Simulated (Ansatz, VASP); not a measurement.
**SnO2: VASP beside Ansatz**

The input INCAR:

```
SYSTEM = SnO2
ALGO = Normal ; EDIFF = 1E-6
ENCUT = 520 ; GGA = CA
ISIF = 2 ; ISMEAR = 0
LASPH = .True. ; LCHARG = .True.
LELF = .True. ; LREAL = .False.
LVHAR = .True. ; LWAVE = .False.
NBANDS = 64 ; NELM = 80
PREC = Accurate ; SIGMA = 0.05
```

The input KPOINTS:

```
k-points
0
Gamma
  6 6 6
  0 0 0
```

The input POSCAR:

```
SnO2
1.0
    3.3015000000      1.9061219137      4.1890333333
   -3.3015000000      1.9061219137      4.1890333333
    0.0000000000     -3.8122438274      4.1890333333
Sn O
4 8
Direct
    0.8645353782      0.8645353782      0.8645353782
    0.3648691645      0.3648691645      0.8648751974
    0.3648691645      0.8648751974      0.3648691645
    0.8648751974      0.3648691645      0.3648691645
    0.1199116729      0.6196051221      0.6196051221
    0.6196051221      0.1199116729      0.6196051221
    0.6196051221      0.6196051221      0.1199116729
    0.6099370359      0.6099370359      0.6099370359
    0.1198492242      0.1198492242      0.1198492242
    0.1096932183      0.1096932183      0.6100024814
    0.1096932183      0.6100024814      0.1096932183
    0.6100024814      0.1096932183      0.1096932183
```

Input for Ansatz:

```yaml
crystal:
  lattice:
    - [3.3015, 1.9061219137, 4.1890333333]
    - [-3.3015, 1.9061219137, 4.1890333333]
    - [0.0, -3.8122438274, 4.1890333333]
  atoms:
    - { symbol: Sn, position: [0.8645353782, 0.8645353782, 0.8645353782] }
    - { symbol: Sn, position: [0.3648691645, 0.3648691645, 0.8648751974] }
    - { symbol: Sn, position: [0.3648691645, 0.8648751974, 0.3648691645] }
    - { symbol: Sn, position: [0.8648751974, 0.3648691645, 0.3648691645] }
    - { symbol: O, position: [0.1199116729, 0.6196051221, 0.6196051221] }
    - { symbol: O, position: [0.6196051221, 0.1199116729, 0.6196051221] }
    - { symbol: O, position: [0.6196051221, 0.6196051221, 0.1199116729] }
    - { symbol: O, position: [0.6099370359, 0.6099370359, 0.6099370359] }
    - { symbol: O, position: [0.1198492242, 0.1198492242, 0.1198492242] }
    - { symbol: O, position: [0.1096932183, 0.1096932183, 0.6100024814] }
    - { symbol: O, position: [0.1096932183, 0.6100024814, 0.1096932183] }
    - { symbol: O, position: [0.6100024814, 0.1096932183, 0.1096932183] }
basis:
  ecutwfc: 520.0
kpoints:
  mp_grid: { grid: [6, 6, 6] }
hamiltonian:
  xc: lda
  pseudopotentials: { kind: paw, azcp: { folder: soft_1 } }
scf:
  occupations: { method: gaussian, width: 0.05 }
output:
  forces: true
  stress: true
  eigenvalues: true
```

Alike in both runs: task single point; functional LDA; k mesh 6 × 6 × 6; occupations gaussian, width 0.05 eV; no spin polarisation.

```csv
,VASP,Ansatz
version,VASP 6.6.1,Ansatz 0.2.0
potentials or method,"VASP PAW LDA potentials, release 64 (Sn_d, O), cutoff 520 eV","scalar-relativistic, plane waves, PAW"
valence electrons in the cell,104,104
```

Ansatz gave:

| Item | Value |
| --- | --- |
| gap on the k mesh at the Fermi level (eV) | 0.91 |
| least direct gap on the mesh (eV) | 0.91 |
| pressure (GPa) | -13.4 |
| traceless stress, the component that is largest in VASP (GPa) | 5.05 |
| rms of the force components (eV/Å) | 0.353 |

Task: Estimate VASP's values.

Result: gap on the k mesh at the Fermi level (eV): 0.91; least direct gap on the mesh (eV): 0.91; pressure (GPa): -12.5; traceless stress, the component that is largest in VASP (GPa): 4.44; rms of the force components (eV/Å): 0.322.

Ansatz warns that its potentials were made for another functional, while VASP's fit it. LDA's correlation is that of Perdew and Zunger in VASP and of Perdew and Wang (1992) in Ansatz. Atom by atom the forces differ by 0.032 eV/Å (rms over components).
